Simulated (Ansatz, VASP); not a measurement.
## One calculation of CdHg3Se4, two programs

The input POSCAR:

```
CdHg3Se4
1.0
    6.1720632302      0.0000000000      0.0000000000
    0.0000000000      6.1720632302      0.0000000000
    0.0000000000      0.0000000000      6.1720632302
Cd Se Hg
1 4 3
Direct
    0.0000000000      0.0000000000      0.0000000000
    0.2487624255      0.2487624255      0.2487624255
    0.7512375745      0.7512375745      0.2487624255
    0.7512375745      0.2487624255      0.7512375745
    0.2487624255      0.7512375745      0.7512375745
    0.5000000000      0.5000000000      0.0000000000
    0.5000000000      0.0000000000      0.5000000000
    0.0000000000      0.5000000000      0.5000000000
```

The input INCAR.step1:

```
PREC = Accurate
ENCUT = 520
EDIFF = 1E-5
ISMEAR = -1
SIGMA = 0.02
LREAL = F
LASPH = T
NELM = 60
ALGO = Normal
ISIF = 2
LWAVE = T
NBANDS = 46
GGA = PE
```

INCAR.step2

```
PREC = Accurate
ENCUT = 520
EDIFF = 1E-6
ISMEAR = -1
SIGMA = 0.02
LREAL = F
LASPH = T
NELM = 60
ALGO = Normal
ISIF = 2
LWAVE = F
LCHARG = T
GGA = PE
LHFCALC = T
HFSCREEN = 0.2079
PRECFOCK = Fast
LELF = T
LVHAR = T
NBANDS = 46
ISTART = 1
```

Contents of KPOINTS:

```
Automatic mesh
0
Gamma
  2 2 2
```

Input for Ansatz:

```yaml
crystal:
  lattice:
    - [6.1720632302, 0.0, 0.0]
    - [0.0, 6.1720632302, 0.0]
    - [0.0, 0.0, 6.1720632302]
  atoms:
    - { symbol: Cd, position: [0.0, 0.0, 0.0] }
    - { symbol: Se, position: [0.2487624255, 0.2487624255, 0.2487624255] }
    - { symbol: Hg, position: [0.5, 0.5, 0.0] }
    - { symbol: Se, position: [0.7512375745, 0.7512375745, 0.2487624255] }
    - { symbol: Hg, position: [0.5, 0.0, 0.5] }
    - { symbol: Se, position: [0.7512375745, 0.2487624255, 0.7512375745] }
    - { symbol: Hg, position: [0.0, 0.5, 0.5] }
    - { symbol: Se, position: [0.2487624255, 0.7512375745, 0.7512375745] }
kpoints:
  mp_grid: { grid: [2, 2, 2] }
  band_path:
    path: [[0.0, 0.0, 0.0], [0.0, 0.5, 0.0], [0.5, 0.5, 0.0], [0.5, 0.5, 0.5]]
    npoints: 1
hamiltonian:
  xc: hse06
scf:
  occupations: { method: fermi_dirac, width: 0.02 }
  n_extra_bands: 6
output:
  forces: true
  stress: true
  eigenvalues: true
  write_density: true
  write_potential: true
  elf: true
  volumetric_format: npy
```

Alike in both runs: task single point; functional HSE06; k mesh 2 × 2 × 2; occupations fermi-dirac, width 0.02 eV; no spin polarisation.

|  | VASP | Ansatz |
| --- | --- | --- |
| version | VASP 6.6.1 | Ansatz 0.2.0 |
| potentials or method | VASP PAW PBE potentials, release 64 (Cd, Se, Hg) | plane waves, PAW |
| plane-wave cutoff (eV) | 520 | 420 |
| valence electrons in the cell | 72 | 144 |

```tsv
	VASP	Ansatz	Ansatz less VASP
pressure (GPa)	0.2	0.1	-0.14
rms of the force components (eV/Å)	0.015	0.015	+0.0005
```

VASP's potentials hold 72 valence electrons a cell and Ansatz's 144, so a difference there can come from the potentials and not from the codes. Ansatz's warnings: stress exchange threshold loose, stress scf threshold loose.

The k mesh is coarse, so the values compare programs but aren't converged. Neither program's run includes spin-orbit coupling.
